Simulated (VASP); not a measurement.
Here is a VASP 6.6.1 calculation.

The input INCAR:

```
PREC = Accurate
ENCUT = 500
EDIFF = 1E-6
ISMEAR = -1
SIGMA = 0.1
LREAL = False
LASPH = True
NELM = 120
ALGO = Normal
ISIF = 2
LWAVE = False
LCHARG = False
NBANDS = 11
GGA_COMPAT = False
```

KPOINTS

```
Automatic mesh
0
Gamma
  12 12 12
```

Contents of POSCAR:

```
Pt
1.0
   -1.5842200000      1.5842200000      1.5842200000
    1.5842200000     -1.5842200000      1.5842200000
    1.5842200000      1.5842200000     -1.5842200000
Pt
1
Direct
    0.0000000000      0.0000000000      0.0000000000
```

Potentials or basis: VASP PAW LDA potentials, release 64 (Pt).

The run is started by

```console
$ cat potpaw_LDA.64/Pt/POTCAR > POTCAR
$ mpirun -np 1 vasp_std > vasp.out
```

**Question.** Estimate the pressure.

**Answer.** -15.4 GPa.

**Question.** What does it give for the band gap on the k mesh?

**Answer.** Zero (band 5 reaches 10.93 eV, above the bottom of band 6 at 8.82 eV).

Caveat: spin-orbit coupling is left out, which moves the levels of the heavy elements.
